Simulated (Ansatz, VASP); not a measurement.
## Two plane-wave programs on SiW4

```
Si W
1.0
     3.63852   -4.07205    0.00000
     3.63852    4.07205    0.00000
     0.00000    0.00000    2.88872
Si W
1 4
Direct
  0.00000 0.00000 0.00000
  0.75036 0.24964 0.50000
  0.24964 0.75036 0.50000
  0.33037 0.33037 0.00000
  0.66963 0.66963 0.00000
```

Change from the starting cell: species swapped into the OsCl4 type (Cmmm, No. 65).

Alike in both runs: functional PBE; k mesh 8 × 8 × 14; occupations gaussian, width 0.1 eV; no spin polarisation.

Ansatz relaxed the structure, and its values are those at the end. VASP's run is a single point on that final structure, the one shown.

```csv
,VASP,Ansatz
version,VASP 6.6.1,Ansatz 0.2.0
potentials or method,"VASP PAW PBE potentials, release 64 (Si, W_sv), cutoff 520 eV","scalar-relativistic, plane waves, PAW"
valence electrons in the cell,60,60
```

VASP gave:

```
gap on the k mesh at the Fermi level (eV) : none
pressure (GPa)                            : 0.4
rms of the force components (eV/Å)        : 0.026
```

**Question.** Estimate Ansatz's values.

**Answer.** gap on the k mesh at the Fermi level (eV): none; pressure (GPa): 0.0; rms of the force components (eV/Å): 0.000.

A gap of «none» marks a metal or a gap that the smearing closes.

Spin-orbit coupling is off throughout.
